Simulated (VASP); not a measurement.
Wanted: the native input for a VASP 6.6.1 run.

```
Task                   : electric field gradients
Functional             : PBE
Potentials or basis    : VASP PAW PBE potentials, release 64 (C)
Cutoff                 : 520 eV
k mesh                 : 18 × 18 × 18
Occupations            : fermi-dirac, width 0.05 eV
Spin                   : no spin polarisation
Dipole correction      : no
Further INCAR settings : ALGO = Normal; EDIFF = 1e-08; NBANDS = 11
```

The structure of C lies in POSCAR:

```
C
1.0
    0.0000000000      2.1410865032      3.3701728316
    1.2361326873      0.0000000000      3.3701728316
    1.2361326873      2.1410865032      0.0000000000
C
2
Direct
    0.1666700000      0.8333300000      0.1666700000
    0.8333300000      0.1666700000      0.8333300000
```

One way to write it, as run:

INCAR

```
SYSTEM = C
ALGO = Normal
EDIFF = 1E-8
ENCUT = 520
GGA = PE
ISIF = 2
ISMEAR = -1
LASPH = .TRUE.
LCHARG = .FALSE.
LEFG = .TRUE.
LREAL = .FALSE.
LWAVE = .FALSE.
NBANDS = 11
NELM = 60
PREC = Accurate
SIGMA = 0.05
```

KPOINTS

```
k-points
0
G
  18 18 18
  0 0 0
```

Potentials or basis: VASP PAW PBE potentials, release 64 (C).

Run with:

```bash
$ cat potpaw_PBE.64/C/POTCAR > POTCAR
$ mpirun -np 1 vasp_std > vasp.out
```

Results of the run:

The pressure is -0.5 GPa and the largest force is 0.003 eV/Å. The largest electric field gradient by atom is C +30.0 V/Å².

Caveat: the stress differs along the axes, from -3 to 4 GPa; this functional lacks dispersion, which binds layers or chains, so the pressure and a relaxed spacing across them are unreliable; without QUAD_EFG the Cq values of the log hold for a quadrupole moment of 1 mb, not for the nuclei.

It took 2.1 min on 1 thread of Intel(R) Xeon(R) Platinum 8559C (Emerald Rapids), with other jobs on the host, peak memory 0.25 GiB.
